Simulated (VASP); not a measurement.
Crystal: Al2O3.

```xyz
10
Lattice="2.3791 1.3736 4.3299 -2.3791 1.3736 4.3299 0.0000 -2.7471 4.3299" Properties=species:S:1:pos:R:3 pbc="T T T"
Al    0.0000    0.0000    4.5761
Al    0.0000    0.0000    1.9187
Al    0.0000    0.0000    8.4136
Al    0.0000    0.0000   11.0710
O    -0.9221    1.3736    7.5773
O    -0.7285   -1.4853    7.5773
O     1.6506    0.1118    7.5773
O     0.9221   -1.3736    5.4124
O     0.7285    1.4853    5.4124
O    -1.6506   -0.1118    5.4124
```

```yaml
Program: VASP 6.6.1
Task: relaxation of cell and atoms
Functional: PBE
Potentials_or_basis: VASP PAW PBE potentials, release 64 (Al, O)
Cutoff: 600 eV
k_mesh: 6 × 6 × 6
Occupations: gaussian, width 0.02 eV
Spin: no spin polarisation
```

At the start: pressure 7.3 GPa; volume 8.49 Å³/atom.

**Question.** How do energy, volume and symmetry change on relaxing?

**Answer.** Over 8 steps the energy falls by 5.6 meV/atom and the volume is 8.74 Å³/atom (+3.0 %); space group R-3c (No. 167, to 0.1 Å) before and after.

The path:
| step | energy change (eV) | largest force (eV/Å) | pressure (GPa) | volume (Å³) |
| --- | --- | --- | --- | --- |
| 1 | 0.0000 | 0.0488 | 7.26 | 84.90 |
| 2 | -0.0148 | 0.0542 | -5.65 | 89.71 |
| 3 | -0.0563 | 0.0193 | -0.01 | 87.44 |
| 4 | -0.0563 | 0.0185 | 0.12 | 87.39 |
| 5 | -0.0564 | 0.0033 | 0.11 | 87.40 |
| 6 | -0.0564 | 0.0034 | 0.11 | 87.40 |
| 7 | -0.0564 | 0.0005 | -0.07 | 87.47 |
| 8 | -0.0564 | 0.0016 | 0.00 | 87.44 |

Final structure:
```cif
data_structure
_symmetry_space_group_name_H-M 'P 1'
_symmetry_Int_Tables_number 1
_cell_length_a 5.1775
_cell_length_b 5.1775
_cell_length_c 5.1775
_cell_angle_alpha 55.309
_cell_angle_beta 55.309
_cell_angle_gamma 55.309
_cell_volume 87.44
loop_
_atom_site_label
_atom_site_type_symbol
_atom_site_fract_x
_atom_site_fract_y
_atom_site_fract_z
_atom_site_occupancy
Al1 Al 0.35217 0.35217 0.35217 1
Al2 Al 0.14783 0.14783 0.14783 1
Al3 Al 0.64783 0.64783 0.64783 1
Al4 Al 0.85217 0.85217 0.85217 1
O1 O 0.55616 0.94384 0.25000 1
O2 O 0.25000 0.55616 0.94384 1
O3 O 0.94384 0.25000 0.55616 1
O4 O 0.44384 0.05616 0.75000 1
O5 O 0.75000 0.44384 0.05616 1
O6 O 0.05616 0.75000 0.44384 1
```
